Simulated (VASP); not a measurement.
Set up this calculation in VASP 6.6.1, as the native input.

* Task: relaxation of cell and atoms
* Functional: PBE
* Potentials or basis: VASP PAW PBE potentials, release 64 (Ba_sv)
* Cutoff: 600 eV
* k mesh: 13 × 13 × 7
* Occupations: fermi-dirac, width 0.05 eV
* Spin: no spin polarisation
* Target pressure: 14 GPa
* Dipole correction: no
* Further INCAR settings: ALGO = Normal; EDIFF = 1e-06; IBRION = 2; EDIFFG = -0.005; NSW = 60; ISIF = 3

The structure of Ba lies in POSCAR:

```
Ba
1.0
    3.5386343115      0.0000000000      0.0000000000
   -1.7693171558      3.0645472085      0.0000000000
    0.0000000000      0.0000000000      5.7325875847
Ba
2
Direct
    0.3333333333      0.6666666667      0.2500000000
    0.6666666667      0.3333333333      0.7500000000
```

This isn't the form of Ba at room conditions, which is bcc.

One way to write it, as run:

INCAR

```
  ALGO = Normal
  EDIFF = 1E-6
  EDIFFG = -0.005
  ENCUT = 600
  GGA = PE
  IBRION = 2
  ISIF = 3
  ISMEAR = -1
  LASPH = True
  LCHARG = False
  LREAL = False
  LWAVE = False
  NELM = 80
  NSW = 60
  PREC = Accurate
  PSTRESS = 140.0
  SIGMA = 0.05
```

KPOINTS

```
k-points
0
Gamma
  13 13 7
```

Potentials or basis: VASP PAW PBE potentials, release 64 (Ba_sv).

Run with:

```sh
$ cat potpaw_PBE.64/Ba_sv/POTCAR > POTCAR
$ mpirun -np 1 vasp_std > vasp.out
```

Results of the run:

```yaml
Relaxed_volume: 32.08 Å³/atom
Relaxed_cell: a = 3.669 Å, b = 3.669 Å, c = 5.503 Å, α = 90.00°, β = 90.00°, γ = 120.00°
Space_group_after_relaxing_to_0.1_Å: P6_3/mmc (No. 194)
Energy_change_on_relaxing_the_run_minimises_the_enthalpy: -109.0 meV/atom
Ionic_steps: 14
Pressure_after_relaxing: 14.0 GPa
Band_gap_on_the_k_mesh: zero (bands 10 and 11 overlap by 0.99 eV)
```

Caveat: the cell is relaxed towards a set pressure, so the run minimises the enthalpy, not the energy; spin-orbit coupling is left out, which moves the levels of the heavy elements.

Wall time 8 min on 1 thread of Oxide Virtual Turin-like Processor, on a shared host, peak memory 0.22 GiB.
